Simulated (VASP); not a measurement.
Write the native input for VASP 6.6.1 that does the following.

- Task: single point
- Functional: PBEsol
- Potentials or basis: VASP PAW PBE potentials, release 64 (W_sv, C)
- Cutoff: 520 eV
- k mesh: 10 × 10 × 10
- Occupations: fermi-dirac, width 0.05 eV
- Spin: no spin polarisation
- Hubbard terms: W d U = 2.0 eV
- Dipole correction: no
- Further INCAR settings: ALGO = Normal; EDIFF = 1e-06; NBANDS = 16

The structure of WC lies in POSCAR:

```
WC
1.0
    0.0000000000      2.1728953809      2.1728953809
    2.1728953809      0.0000000000      2.1728953809
    2.1728953809      2.1728953809      0.0000000000
W C
1 1
Direct
    0.0000000000      0.0000000000      0.0000000000
    0.5000000000      0.5000000000      0.5000000000
```

One way to write it, as run:

INCAR

```
SYSTEM = WC
ALGO = Normal
EDIFF = 1E-6
ENCUT = 520
GGA = PS
ISIF = 2
ISMEAR = -1
LASPH = .TRUE.
LCHARG = .FALSE.
LDAU = .TRUE.
LDAUJ = 0 0
LDAUL = 2 -1
LDAUPRINT = 1
LDAUTYPE = 2
LDAUU = 2 0
LMAXMIX = 4
LREAL = .FALSE.
LWAVE = .FALSE.
NBANDS = 16
NELM = 150
PREC = Accurate
SIGMA = 0.05
```

KPOINTS

```
k-points
0
G
  10 10 10
  0 0 0
```

Potentials or basis: VASP PAW PBE potentials, release 64 (W_sv, C).

The run is started by

```bash
$ cat potpaw_PBE.64/W_sv/POTCAR potpaw_PBE.64/C/POTCAR > POTCAR
$ mpirun -np 1 vasp_std > vasp.out
```

Results of the run:

```
Pressure               : 4.7 GPa
Band gap on the k mesh : zero (band 9 reaches 13.99 eV, above the bottom of band 10 at 10.64 eV)
```

Caveat: the PAW data sets were made with another functional, which shifts forces and pressure a little; spin-orbit coupling is left out, which moves the levels of the heavy elements; U without spin polarisation on a metal has little footing; the U is typed as a test and isn't derived for this compound.

It took 7.8 s on 1 thread of AMD EPYC 9R45 96-Core Processor (Zen 5), with other jobs on the host, peak memory 0.12 GiB.
